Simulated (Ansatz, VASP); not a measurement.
**Two plane-wave programs on BeSn2C2**

```
Be Sn C
1.0
     3.68751    0.00000    0.00000
    -1.84375    3.19348    0.00000
     0.00000    0.00000    7.00366
Be Sn C
1 2 2
Direct
  0.00000 0.00000 0.00000
  0.33333 0.66667 0.28733
  0.66667 0.33333 0.71267
  0.33333 0.66667 0.65141
  0.66667 0.33333 0.34859
```

Alike in both runs: functional PBE; k mesh 6 × 6 × 4; occupations gaussian, width 0.1 eV; no spin polarisation.

Ansatz relaxed the structure, and its values are those at the end. VASP's run is a single point on that final structure, the one shown.

|  | VASP | Ansatz |
| --- | --- | --- |
| version | VASP 6.6.1 | Ansatz 0.2.0 |
| potentials or method | VASP PAW PBE potentials, release 64 (Be, Sn_d, C), cutoff 520 eV | scalar-relativistic, plane waves, PAW |
| valence electrons in the cell | 38 | 38 |

```tsv
	VASP	Ansatz	Ansatz less VASP
gap on the k mesh at the Fermi level (eV)	none	none	-
pressure (GPa)	0.1	0.2	+0.02
rms of the force components (eV/Å)	0.014	0.013	-0.0011
```

A gap of «none» marks a metal or a gap that the smearing closes.
